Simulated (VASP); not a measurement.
Here is a VASP 6.6.1 calculation.

File INCAR:

```
SYSTEM = InSbTe3
ALGO = Normal
EDIFF = 1E-6
ENCUT = 520
GGA = PE
ISIF = 2
ISMEAR = 0
LASPH = .TRUE.
LCHARG = .TRUE.
LELF = .TRUE.
LREAL = .FALSE.
LVHAR = .TRUE.
LWAVE = .FALSE.
NBANDS = 26
NELM = 60
PREC = Accurate
SIGMA = 0.1
```

Contents of KPOINTS:

```
k-points
0
G
  4 4 4
  0 0 0
```

File POSCAR:

```
InSbTe3
1.0
    5.1873383900      0.0000000000      0.0000000000
    0.0000000000      5.1873383900      0.0000000000
    0.0000000000      0.0000000000      5.1873383900
In Sb Te
1 1 3
Direct
    0.5000000000      0.5000000000      0.5000000000
    0.0000000000      0.0000000000      0.0000000000
    0.5000000000      0.0000000000      0.0000000000
    0.0000000000      0.5000000000      0.0000000000
    0.0000000000      0.0000000000      0.5000000000
```

Potentials or basis: VASP PAW PBE potentials, release 64 (In_d, Sb, Te).

Run with:

```console
$ cat potpaw_PBE.64/In_d/POTCAR potpaw_PBE.64/Sb/POTCAR potpaw_PBE.64/Te/POTCAR > POTCAR
$ mpirun -np 1 vasp_std > vasp.out
```

Task: Predict the pressure.

Result: 21.3 GPa.

Task: Estimate the band gap on the k mesh.

Result: Zero (bands 18 and 19 overlap by 1.88 eV).

Caveat: the cell stands under pressure; spin-orbit coupling is left out, which moves the levels of the heavy elements.
